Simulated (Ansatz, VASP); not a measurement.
One calculation of Mo, two programs

```xyz
1
Lattice="-1.6338 1.6338 1.6967 1.6338 -1.6338 1.6967 1.6338 1.6338 -1.6967" Properties=species:S:1:pos:R:3 pbc="T T T"
Mo    0.0000    0.0000    0.0000
```

Change from the starting cell: strain +0.040 along x and y, +0.080 along z, atoms carried along.

Alike in both runs: task single point; functional PBE; k mesh 22 × 22 × 22; occupations gaussian, width 0.15 eV; no spin polarisation.

```csv
,VASP,Ansatz
version,VASP 6.6.1,Ansatz 0.2.0
potentials or method,"VASP PAW PBE potentials, release 64 (Mo_sv), cutoff 520 eV","scalar-relativistic, plane waves, PAW"
valence electrons in the cell,14,14
```

```csv
,VASP,Ansatz,Ansatz less VASP
gap on the k mesh at the Fermi level (eV),none,none,-
pressure (GPa),-26.0,-26.4,-0.34
"traceless stress, the component that is largest in VASP (GPa)",-5.28,-5.28,-0.004
```

A gap of «none» marks a metal or a gap that the smearing closes.
